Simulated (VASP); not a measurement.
# Cd (P6_3/mmc) in VASP: further runs

The runs below take Cd through single point, relaxation of cell and atoms, with PBE.

All numbers are computed with VASP 6.6.1; they aren't measurements. Logs are shortened: lines on timing, memory, paths and dates and some standing lists are left out, and cuts for length are marked.

## Step 1: The cell of the first run

It takes space group P6_3/mmc (No. 194, hexagonal). Conventional cell: a = 3.145 Å, b = 3.145 Å, c = 5.194 Å, α = 90.00°, β = 90.00°, γ = 120.00°. Within 4.1 Å of Cd (site symmetry -6m2) lie 12 Cd at 3.14 to 3.17 Å.

## Step 2: Single point, PBE

Contents of INCAR:

```
SYSTEM = Cd
PREC     = Accurate       ! precision mode
ENCUT    = 520            ! plane-wave cutoff, eV
EDIFF    = 1E-6           ! SCF threshold, eV
ISMEAR   = 0              ! smearing method
SIGMA    = 0.1            ! smearing width, eV
LREAL    = .FALSE.        ! projectors in reciprocal space
LASPH    = .TRUE.         ! aspherical terms in the spheres
NELM     = 60             ! most SCF steps
ALGO     = Normal         ! electronic algorithm
ISIF     = 2              ! what is computed and relaxed
LWAVE    = .FALSE.        ! write WAVECAR
LCHARG   = .FALSE.        ! write CHGCAR
GGA      = PE             ! functional
NBANDS   = 19             ! bands
```

Contents of KPOINTS:

```
Automatic mesh
0
G
  8 8 4
  0 0 0
```

Contents of POSCAR:

```
Cd
1.0
    3.1447877380      0.0000000000      0.0000000000
   -1.5723938690      2.7234660706      0.0000000000
    0.0000000000      0.0000000000      5.1939165274
Cd
2
Direct
    0.3333333333      0.6666666667      0.2500000000
    0.6666666667      0.3333333333      0.7500000000
```

Potentials or basis: VASP PAW PBE potentials, release 64 (Cd).

Command:

```bash
cat potpaw_PBE.64/Cd/POTCAR > POTCAR
mpirun -np 1 vasp_std > vasp.out
```

OUTCAR:

```text
SYSTEM = Cd
   PREC = Accurate
   ENCUT = 520
   EDIFF = 1E-6
   ISMEAR = 0
   LREAL = .FALSE.
   LASPH = .TRUE.
   NELM = 60
   ISIF = 2
   GGA = PE

 ion  position               nearest neighbor table
   1  0.333  0.667  0.250-   2 3.17   2 3.17   2 3.17   2 3.17   2 3.17   2 3.17
   2  0.667  0.333  0.750-   1 3.17   1 3.17   1 3.17   1 3.17   1 3.17   1 3.17

  LATTYP: Found a hexagonal cell.
 ALAT       =     3.1447877380
 C/A-ratio  =     1.6515952618

  Lattice vectors:

 A1 = (   3.1447877380,   0.0000000000,   0.0000000000)
 A2 = (  -1.5723938690,   2.7234660706,   0.0000000000)
 A3 = (   0.0000000000,   0.0000000000,   5.1939165274)

Analysis of symmetry for initial positions (statically):
=====================================================================
 Subroutine PRICEL returns:
 Original cell was already a primitive cell.

 Routine SETGRP: Setting up the symmetry group for a
 hexagonal supercell.

 Subroutine GETGRP returns: Found 24 space group operations
 (whereof 12 operations were pure point group operations)
 out of a pool of 24 trial point group operations.

The static configuration has the point symmetry D_3d.
 The point group associated with its full space group is D_6h.

Analysis of symmetry for dynamics (positions and initial velocities):
=====================================================================
 Subroutine PRICEL returns:
 Original cell was already a primitive cell.

 Routine SETGRP: Setting up the symmetry group for a
 hexagonal supercell.

 Subroutine GETGRP returns: Found 24 space group operations
 (whereof 12 operations were pure point group operations)
 out of a pool of 24 trial point group operations.

The dynamic configuration has the point symmetry D_3d.
 The point group associated with its full space group is D_6h.

 Subroutine INISYM returns: Found 24 space group operations
 (whereof 12 operations are pure point group operations),
 and found     1 'primitive' translations

----------------------------------------------------------------------------------------

                                     Primitive cell

  volume of cell :      44.4845

  direct lattice vectors                    reciprocal lattice vectors
     3.144787738  0.000000000  0.000000000     0.317986485  0.183589583  0.000000000
    -1.572393869  2.723466071  0.000000000     0.000000000  0.367179166  0.000000000
     0.000000000  0.000000000  5.193916527     0.000000000  0.000000000  0.192532936

  length of vectors
     3.144787738  3.144787738  5.193916527     0.367179166  0.367179166  0.192532936

  position of ions in fractional coordinates (direct lattice)
[... 79 lines left out ...]
   EDIFF  = 0.1E-05   stopping-criterion for ELM
   LREAL  =      F    real-space projection
   EDIFFG = 0.1E-04   stopping-criterion for IOM
   NSW    =      0    number of steps for IOM
   IBRION =     -1    ionic relax: 0-MD 1-quasi-New 2-CG
   NFREE  =      0    steps in history (QN), initial steepest desc. (CG)
   ISIF   =      2    stress and relaxation
   ISYM   =      2    0-nonsym 1-usesym 2-fastsym
   POTIM  = 0.5000    time-step for ionic-motion
   TEBEG  =    0.0;   TEEND  =   0.0 temperature during run
   PSTRESS=    0.0 pullay stress
   NELECT =      24.0000    total number of electrons
   NUPDOWN=      -1.0000    fix difference up-down
   EMIN   =  10.00;   EMAX   =-10.00  energy-range for DOS
   EFERMI =   0.00;   METHOD = LEGACY
   ISMEAR =     0;   SIGMA  =   0.10  broadening in eV -4-tet -1-fermi 0-gaus
   EFERMI_NEDOS =   21; number of points for ismear=-14 and -15
   IALGO  =     38    algorithm
   IMIX   =      4    mixing-type and parameters
     AMIX     =   0.40;   BMIX     =  1.00
     AMIX_MAG =   1.60;   BMIX_MAG =  1.00
  volume/ion in A,a.u.               =      22.24       150.10
  Fermi-wavevector in a.u.,A,eV,Ry     =   1.332731  2.518496 24.166285  1.776172
  Thomas-Fermi vector in A             =   2.461643
   LORBIT       =      0    0 simple, 1 ext, 2 COOP (PROOUT), +10 PAW based schemes
   GGA     = PE    functional components
   LHFCALC =     F    Hartree Fock is set to
   AEXX    =    0.0000 exact exchange contribution
   IVDW    =     0    specifies the selected vdW correction
   LEPSILON=     F    determine dielectric tensor
   LRPA    =     F    only Hartree local field effects (RPA)
 non-spin polarized calculation
 Gauss-broadening in eV      SIGMA  =   0.10
  energy-cutoff  :      520.00
  volume of cell :       44.48
 maximum number of plane-waves:      1212
 NGX is ok and might be reduce to    24
   NGX = 11   NGY = 11   NGZ = 19

 number of electron      23.9999993 magnetization

 Free energy of the ion-electron system (eV)
  ---------------------------------------------------
  ext. energy  EPLUGINS =         0.00000000
  ---------------------------------------------------
  free energy    TOTEN  =        -1.48957417 eV

  energy without entropy =       -1.48853550  energy(sigma->0) =       -1.48905483

 E-fermi :   2.6097     XC(G=0): -10.8948

 val. band max:        2.5109556812   @ k =   0.3750   0.2500   0.5000
 cond. band min:       2.9083654153   @ k =   0.3750   0.1250   0.2500
 fundamental gap:      0.3974097341
 Fermi energy:         2.6096928140

 k-point     1 :       0.0000    0.0000    0.0000
  band No.  band energies     occupation
      1      -6.8809      2.00000
      2      -6.4344      2.00000
      3      -6.3613      2.00000
      4      -6.3613      2.00000
      5      -6.2759      2.00000
      6      -6.2759      2.00000
[... 505 lines left out ...]
      6      -6.0265      2.00000
[... 11 lines left out ...]
     18      11.9915      0.00000
     19      14.5181      0.00000

 [... further k-points ...]

------------------------ aborting loop because EDIFF is reached ----------------------------------------

  FORCE on cell =-STRESS in cart. coord.  units (eV):
  Direction    XX          YY          ZZ          XY          YZ          ZX
  --------------------------------------------------------------------------------------
  -------------------------------------------------------------------------------------
  Total        0.0682496      0.0682496      0.0596821     -0.0000000      0.0000000      0.0000000
  in kB        2.4581155      2.4581155      2.1495446     -0.0000000      0.0000000      0.0000000
  external PRESSURE =       2.3552585 kB  Pullay stress =       0.0000000 kB

 VOLUME and BASIS-vectors are now :
 -----------------------------------------------------------------------------
  energy-cutoff  :      520.00
  volume of cell :       44.48
      direct lattice vectors                 reciprocal lattice vectors
     3.144787738  0.000000000  0.000000000     0.317986485  0.183589583  0.000000000
    -1.572393869  2.723466071  0.000000000     0.000000000  0.367179166  0.000000000
     0.000000000  0.000000000  5.193916527     0.000000000  0.000000000  0.192532936

 POSITION                                       TOTAL-FORCE (eV/Angst)
 -----------------------------------------------------------------------------------
     -0.00000      1.81564      1.29848         0.000000     -0.000000      0.000000
      1.57239      0.90782      3.89544        -0.000000      0.000000      0.000000
 -----------------------------------------------------------------------------------
    total drift:                               -0.000000      0.000000      0.000000

  FREE ENERGIE OF THE ION-ELECTRON SYSTEM (eV)
  ---------------------------------------------------
  free  energy   TOTEN  =        -1.4895741721 eV

  energy  without entropy=       -1.4885354967  energy(sigma->0) =       -1.48905483
```

Run time: 11 s. Hardware: 1 thread of Intel Xeon Platinum 8375C at 2.90GHz (Ice Lake), shared host; peak memory 0.16 GiB.

Results:

- Free energy: -1.4896 eV
- Pressure: 0.2 GPa
- Band gap on the k mesh: zero (band 12 reaches 4.14 eV, above the bottom of band 13 at 1.20 eV)

## Step 3: Relaxation of cell and atoms, PBE

This run uses another cell than the first one, of 21.68 Å³/atom, 0.975 times its volume.

Contents of INCAR:

```
SYSTEM = Cd
PREC = Accurate ; ENCUT = 600
EDIFF = 1E-7 ; ISMEAR = 0
SIGMA = 0.1 ; LREAL = .FALSE.
LASPH = .TRUE. ; NELM = 60
ALGO = Normal ; ISIF = 3
LWAVE = .FALSE. ; LCHARG = .FALSE.
GGA = PE ; IBRION = 2
NSW = 80 ; EDIFFG = -0.01
```

KPOINTS is that of step 2.

Contents of POSCAR:

```
Cd
1.0
    3.1300000000      0.0000000000      0.0000000000
   -1.5650000000      2.7106595138      0.0000000000
    0.0000000000      0.0000000000      5.1112900000
Cd
2
Direct
    0.3333333333      0.6666666667      0.2500000000
    0.6666666667      0.3333333333      0.7500000000
```

Potentials or basis: VASP PAW PBE potentials, release 64 (Cd).

Command:

```bash
cat potpaw_PBE.64/Cd/POTCAR > POTCAR
mpirun -np 1 vasp_std > vasp.out
```

Run time: 58 s. Hardware: 1 thread of Intel Xeon Platinum 8375C at 2.90GHz (Ice Lake), shared host; peak memory 0.19 GiB.

It converged, with:

| Item | Value |
| --- | --- |
| Free energy | -1.4881 eV |
| Relaxed volume | 22.31 Å³/atom |
| Relaxed cell | a = 3.149 Å, b = 3.149 Å, c = 5.196 Å, α = 90.00°, β = 90.00°, γ = 120.00° |
| Space group after relaxing (to 0.05 Å) | P6_3/mmc (No. 194) |
| Energy gained by relaxing | 3.5 meV/atom |
| Ionic steps | 5 |
| Pressure after relaxing | 0.0 GPa |
| Band gap on the k mesh | zero (band 12 reaches 4.10 eV, above the bottom of band 13 at 1.19 eV) |

Step by step:
| step | energy change (eV) | largest force (eV/Å) | pressure (GPa) | volume (Å³) |
| --- | --- | --- | --- | --- |
| 1 | 0.0000 | 0.0000 | 1.54 | 43.37 |
| 2 | -0.0070 | 0.0000 | -0.07 | 44.69 |
| 3 | -0.0070 | 0.0000 | -0.04 | 44.66 |
| 4 | -0.0070 | 0.0000 | 0.01 | 44.63 |
| 5 | -0.0070 | 0.0000 | 0.02 | 44.62 |

Final structure:
```
Cd
1.0
     3.14908    0.00000    0.00000
    -1.57454    2.72718    0.00000
     0.00000    0.00000    5.19552
Cd
2
Cartesian
  0.0000 1.8181 1.2989
  1.5745 0.9091 3.8966
```

Levels at points of the mesh, in eV from the Fermi level:
| k point | band 9 | band 10 | band 11 | band 12 | band 13 | band 14 | band 15 | band 16 |
| --- | --- | --- | --- | --- | --- | --- | --- | --- |
| (0.00, 0.00, 0.00) | -8.54 | -8.28 | -8.28 | -2.20 | -1.40 | 12.53 | 12.53 | 13.29 |
| (0.50, 0.00, 0.00) | -8.22 | -8.16 | -2.50 | -2.33 | 2.90 | 3.26 | 3.82 | 5.62 |
| (0.00, 0.00, 0.50) | -8.43 | -8.43 | -6.84 | -6.84 | 6.05 | 6.05 | 13.63 | 13.63 |
| (0.50, 0.00, 0.50) | -8.18 | -8.18 | -1.48 | -1.48 | -0.19 | -0.19 | 8.90 | 8.90 |
